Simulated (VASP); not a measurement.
Input of a VASP 6.6.1 run:

Contents of INCAR:

```
SYSTEM = Al6N5
  PREC = Accurate
  ENCUT = 520
  EDIFF = 1E-7
  ISMEAR = 0
  SIGMA = 0.05
  LREAL = .False.
  LASPH = .True.
  NELM = 80
  ALGO = Normal
  ISIF = 2
  LWAVE = .False.
  LCHARG = .False.
  GGA = PS
  NELECT = 40.0
  NBANDS = 32
```

The input KPOINTS:

```
Automatic mesh
0
Gamma
  6 6 6
  0 0 0
```

The input POSCAR:

```
Al6N5
1.0
   -3.3014697842      0.0000000000      4.1398709024
    1.6507348921     -2.8591567030      4.1398709024
    1.6507348921      2.8591567030      4.1398709024
Al N
6 5
Direct
    0.2500000000      0.9166666667      0.5833333333
    0.5833333333      0.2500000000      0.9166666667
    0.9166666667      0.5833333333      0.2500000000
    0.7500000000      0.0833333333      0.4166666667
    0.0833333333      0.4166666667      0.7500000000
    0.4166666667      0.7500000000      0.0833333333
    0.4166666667      0.0833333333      0.7500000000
    0.7500000000      0.4166666667      0.0833333333
    0.9262759550      0.1379675252      0.5321217401
    0.2500000000      0.5833333333      0.9166666667
    0.5833333333      0.9166666667      0.2500000000
```

Potentials or basis: VASP PAW PBE potentials, release 64 (Al, N).

Command:

```bash
$ cat potpaw_PBE.64/Al/POTCAR potpaw_PBE.64/N/POTCAR > POTCAR
$ mpirun -np 1 vasp_std > vasp.out
```

(1) Estimate the largest force.

Results:

(1) 16.322 eV/Å.

Caveat: the cell carries a net charge on a neutralising background, which shifts energy and pressure; the cell differs from its parent crystal (atoms taken out, atom 9 moved 0.250 of the way to it and -0.175 Å across, host rigid); the PAW data sets were made with another functional, which shifts forces and pressure a little.
